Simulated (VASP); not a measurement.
A run of VASP 6.6.1 is set up as follows.

File INCAR:

```
SYSTEM = Sn
ALGO     = Normal         ! electronic algorithm
EDIFF    = 1E-7           ! SCF threshold, eV
ENCUT    = 520            ! plane-wave cutoff, eV
GGA      = PE             ! functional
ISIF     = 2              ! what is computed and relaxed
ISMEAR   = 0              ! smearing method
IVDW     = 12             ! dispersion correction
LASPH    = .TRUE.         ! aspherical terms in the spheres
LCHARG   = .TRUE.         ! write CHGCAR
LELF     = .TRUE.         ! ELF
LREAL    = .FALSE.        ! projectors in reciprocal space
LVHAR    = .TRUE.       
LWAVE    = .FALSE.        ! write WAVECAR
NBANDS   = 21             ! bands
NELM     = 60             ! most SCF steps
PREC     = Accurate       ! precision mode
SIGMA    = 0.1            ! smearing width, eV
```

File KPOINTS:

```
k-points
0
G
  12 12 12
  0 0 0
```

File POSCAR:

```
Sn
1.0
    0.0000000000      3.2867798749      3.2867798749
    3.2867798749      0.0000000000      3.2867798749
    3.2867798749      3.2867798749      0.0000000000
Sn
2
Direct
    0.5000000000      0.5000000000      0.5000000000
    0.7500000000      0.7500000000      0.7500000000
```

Potentials or basis: VASP PAW PBE potentials, release 64 (Sn_d).

Run with:

```console
$ cat potpaw_PBE.64/Sn_d/POTCAR > POTCAR
$ mpirun -np 1 vasp_std > vasp.out
```

Question: What does it give for the band gap on the k mesh?

Answer: Zero (band 14 reaches 5.33 eV, above the bottom of band 15 at 5.16 eV).

Question: Predict the dispersion energy per atom.

Answer: -0.295 eV.

Question: Predict the pressure.

Answer: -0.1 GPa.

Caveat: spin-orbit coupling is left out, which moves the levels of the heavy elements; pairwise dispersion overbinds metals, which lowers pressure and volume.
